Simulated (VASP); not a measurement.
Wanted: the native input for a VASP 6.6.1 run.

```yaml
Task: single point
Functional: PBEsol
Potentials_or_basis: VASP PAW PBE potentials, release 64 (Cr_pv)
Cutoff: 520 eV
k_mesh: 6 × 6 × 4
Occupations: gaussian, width 0.1 eV
Spin: no spin polarisation
Dipole_correction: no
Further_INCAR_settings: ALGO = Normal; EDIFF = 1e-07; NBANDS = 32
```

The structure of Cr lies in POSCAR:

```
Cr
1.0
    1.9713399451     -4.3032436092      0.0000000000
    1.9713399451      4.3032436092      0.0000000000
    0.0000000000      0.0000000000      2.7365159705
Cr
4
Direct
    0.1317563499      0.8682436501      0.0000412641
    0.6317563499      0.3682436501      0.4999587359
    0.8682436501      0.1317563499      0.9999587359
    0.3682436501      0.6317563499      0.5000412641
```

One way to write it, as run:

INCAR

```
SYSTEM = Cr
  ALGO = Normal
  EDIFF = 1E-7
  ENCUT = 520
  GGA = PS
  ISIF = 2
  ISMEAR = 0
  LASPH = .TRUE.
  LCHARG = .FALSE.
  LREAL = .FALSE.
  LWAVE = .FALSE.
  NBANDS = 32
  NELM = 60
  PREC = Accurate
  SIGMA = 0.1
```

KPOINTS

```
k-points
0
G
  6 6 4
  0 0 0
```

Potentials or basis: VASP PAW PBE potentials, release 64 (Cr_pv).

Command:

```bash
$ cat potpaw_PBE.64/Cr_pv/POTCAR > POTCAR
$ mpirun -np 1 vasp_std > vasp.out
```

It gave:

- Pressure: -0.2 GPa
- Largest force: 0.014 eV/Å
- Band gap on the k mesh: zero (band 24 reaches 11.47 eV, above the bottom of band 25 at 10.54 eV)

Caveat: the k points lie up to 0.57 Å⁻¹ apart; the PAW data sets were made with another functional, which shifts forces and pressure a little; the run has no spin polarisation, though such a crystal can be magnetic.

Wall time 22 s on 1 thread of Intel(R) Xeon(R) 6975P-C (Granite Rapids), on a shared host, peak memory 0.18 GiB.
